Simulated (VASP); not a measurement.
Write the native input for VASP 6.6.1 that does the following.

```yaml
Task: single point
Functional: PBE
Potentials_or_basis: VASP PAW PBE potentials, release 64 (Ba_sv, S)
Cutoff: 520 eV
k_mesh: 6 × 6 × 6
Occupations: gaussian, width 0.01 eV
Spin: no spin polarisation
Dipole_correction: no
Further_INCAR_settings: ALGO = Normal; EDIFF = 1e-07; NBANDS = 15
```

The structure of BaS lies in POSCAR:

```
BaS
1.0
    0.0000000000      3.2117958739      3.2117958739
    3.2117958739      0.0000000000      3.2117958739
    3.2117958739      3.2117958739      0.0000000000
Ba S
1 1
Direct
    0.0000000000      0.0000000000      0.0000000000
    0.5000000000      0.5000000000      0.5000000000
```

The input as run:

INCAR

```
PREC = Accurate
ENCUT = 520
EDIFF = 1E-7
ISMEAR = 0
SIGMA = 0.01
LREAL = F
LASPH = T
NELM = 60
ALGO = Normal
ISIF = 2
LWAVE = F
LCHARG = F
GGA = PE
NBANDS = 15
```

KPOINTS

```
regular mesh
0
Gamma
  6 6 6
```

Potentials or basis: VASP PAW PBE potentials, release 64 (Ba_sv, S).

Command:

```sh
$ cat potpaw_PBE.64/Ba_sv/POTCAR potpaw_PBE.64/S/POTCAR > POTCAR
$ mpirun -np 1 vasp_std > vasp.out
```

Results of the run:

```yaml
Pressure: 0.7 GPa
Band_gap_on_the_k_mesh: 2.13 eV, indirect (least direct gap 2.28 eV)
```

Caveat: spin-orbit coupling is left out, which moves the levels of the heavy elements.

Wall time 17 s on 1 thread of Intel Xeon 6975P-C (shared host), peak memory 0.21 GiB.
